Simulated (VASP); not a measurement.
Input of a VASP 6.6.1 run:

File INCAR:

```
ALGO     = Normal         # electronic algorithm
EDIFF    = 1E-6           # SCF threshold, eV
ENCUT    = 700            # plane-wave cutoff, eV
GGA      = PE             # functional
GGA_COMPAT= False        
ISIF     = 2              # what is computed and relaxed
ISMEAR   = 0              # smearing method
LASPH    = True           # aspherical terms in the spheres
LCHARG   = False          # write CHGCAR
LREAL    = False          # projectors in reciprocal space
LWAVE    = False          # write WAVECAR
NBANDS   = 26             # bands
NELM     = 120            # most SCF steps
PREC     = Accurate       # precision mode
SIGMA    = 0.15           # smearing width, eV
```

Contents of KPOINTS:

```
k-points
0
Gamma
  18 18 8
```

File POSCAR:

```
TaN
1.0
    3.3174577041      0.0000000000      0.0000000000
   -1.6587288521      2.8730026477      0.0000000000
    0.0000000000      0.0000000000      6.1701395839
Ta N
2 2
Direct
    0.3333333333      0.6666666667      0.0304880884
    0.6666666667      0.3333333333      0.5304880884
    0.3333333333      0.6666666667      0.3545119116
    0.6666666667      0.3333333333      0.8545119116
```

Potentials or basis: VASP PAW PBE potentials, release 64 (Ta_sv_GW, N).

Launch:

```console
$ cat potpaw_PBE.64/Ta_sv_GW/POTCAR potpaw_PBE.64/N/POTCAR > POTCAR
$ mpirun -np 1 vasp_std > vasp.out
```

(1) Estimate the largest force.

(2) Estimate the band gap on the k mesh.

Results:

(1) 0.383 eV/Å.

(2) zero (bands 18 and 19 overlap by 0.43 eV).

Caveat: the cell stands under tension; spin-orbit coupling is left out, which moves the levels of the heavy elements.
